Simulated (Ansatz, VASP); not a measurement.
## One calculation of MgS, two programs

The input INCAR:

```
ALGO = Normal
EDIFF = 1E-6
ENCUT = 520
GGA = PE
ISIF = 2
ISMEAR = 0
LASPH = True
LCHARG = False
LREAL = False
LWAVE = False
NBANDS = 16
NELM = 60
PREC = Accurate
SIGMA = 0.02
```

Contents of KPOINTS:

```
k-points
0
Gamma
  6 6 4
```

The input POSCAR:

```
MgS
1.0
    2.8486069961      2.8486069961      0.0000000000
   -2.8486069961      2.8486069961      0.0000000000
    0.0604280797      0.0604280797      5.6972139921
Mg S
2 2
Direct
    0.0019466494      0.0000000000     -0.0000262252
    0.5019466494      0.5000000000      0.4999737748
    0.4980533506      0.0000000000      0.2500262252
   -0.0019466494      0.5000000000      0.7500262252
```

Input for Ansatz:

```yaml
crystal:
  lattice:
    - [2.8486069961, 2.8486069961, 0.0]
    - [-2.8486069961, 2.8486069961, 0.0]
    - [0.0604280797, 0.0604280797, 5.6972139921]
  atoms:
    - { symbol: Mg, position: [0.0019466494, 0.0, -2.62252e-05] }
    - { symbol: Mg, position: [0.5019466494, 0.5, 0.4999737748] }
    - { symbol: S, position: [0.4980533506, 0.0, 0.2500262252] }
    - { symbol: S, position: [-0.0019466494, 0.5, 0.7500262252] }
basis:
  ecutwfc: 420
kpoints:
  mp_grid: { grid: [6, 6, 4] }
  band_path: { path: [VBM, CBM], npoints: 2 }
hamiltonian:
  xc: pbe
scf:
  occupations: { method: gaussian, width: 0.02 }
output:
  forces: true
  stress: true
  eigenvalues: true
checkpoint:
  read: start.run
  write: ck
  compress: false
  write_wavefunctions: false
  write_every: 100000
```

Alike in both runs: task single point; functional PBE; k mesh 6 × 6 × 4; occupations gaussian, width 0.02 eV; no spin polarisation.

|  | VASP | Ansatz |
| --- | --- | --- |
| version | VASP 6.6.1 | Ansatz 0.2.0 |
| potentials or method | VASP PAW PBE potentials, release 64 (Mg, S), cutoff 520 eV | scalar-relativistic, plane waves, PAW |
| valence electrons in the cell | 16 | 32 |

VASP gave:

```
gap on the k mesh at the Fermi level (eV)                     : 3.32
least direct gap on the mesh (eV)                             : 3.32
pressure (GPa)                                                : -0.1
traceless stress, the component that is largest in VASP (GPa) : -0.32
```

Task: What did Ansatz give for the same quantities?

Result: gap on the k mesh at the Fermi level (eV): 3.33; least direct gap on the mesh (eV): 3.33; pressure (GPa): 0.0; traceless stress, the component that is largest in VASP (GPa): -0.31.

The functional is the same, so the differences come from potentials, cutoffs and numerics. VASP's potentials hold 16 valence electrons a cell and Ansatz's 32, so a difference there can come from the potentials and not from the codes.
